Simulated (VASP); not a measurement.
A run of VASP 6.6.1:

POSCAR

```
Si2W
1.0
    4.5148876166      0.0000000000      0.0000000000
    1.0887547005      6.3105966565      0.0000000000
   -1.1420443054      2.6482458143      1.4124207218
Si W
2 1
Direct
    0.6651751051      0.6651751051      0.3348248949
    0.3348248949      0.3348248949      0.6651751051
    0.0000000000      0.0000000000      0.0000000000
```

Contents of INCAR.step1:

```
SYSTEM = Si2W
PREC = Accurate
ENCUT = 550
ISMEAR = 0
SIGMA = 0.1
LREAL = .False.
LASPH = .True.
NELM = 120
ISYM = 0
NBANDS = 18
GGA = PE
ALGO = Normal
EDIFF = 1E-5
LWAVE = .True.
LCHARG = .False.
GGA_COMPAT = .False.
```

The input INCAR.step2:

```
SYSTEM = Si2W
PREC = Accurate
ENCUT = 550
EDIFF = 1E-6
ISMEAR = 0
SIGMA = 0.1
LREAL = .False.
LASPH = .True.
NELM = 120
ALGO = Normal
ISIF = 2
LWAVE = .False.
LCHARG = .True.
METAGGA = R2SCAN
LMIXTAU = .True.
LELF = .True.
LVHAR = .True.
ISYM = 0
NBANDS = 18
ISTART = 1
GGA_COMPAT = .False.
```

File KPOINTS:

```
regular mesh
0
Gamma
  8 6 24
  0 0 0
```

Potentials or basis: VASP PAW PBE potentials, release 64 (Si, W_sv).

Run with:

```sh
$ cat potpaw_PBE.64/Si/POTCAR potpaw_PBE.64/W_sv/POTCAR > POTCAR
$ cp INCAR.step1 INCAR
$ mpirun -np 1 vasp_std > vasp.out
$ cp INCAR.step2 INCAR
$ mpirun -np 1 vasp_std > vasp.out
```

Hardware: 1 thread of Intel(R) Xeon(R) Platinum 8259CL CPU @ 2.50GHz (Skylake/Cascade Lake), on a shared host.

Q: Estimate the wall time of this run.

A: It took 46 min on 1 thread of Intel(R) Xeon(R) Platinum 8259CL CPU @ 2.50GHz (Skylake/Cascade Lake), with other jobs on the host, peak memory 0.56 GiB. Counts: k points 580.
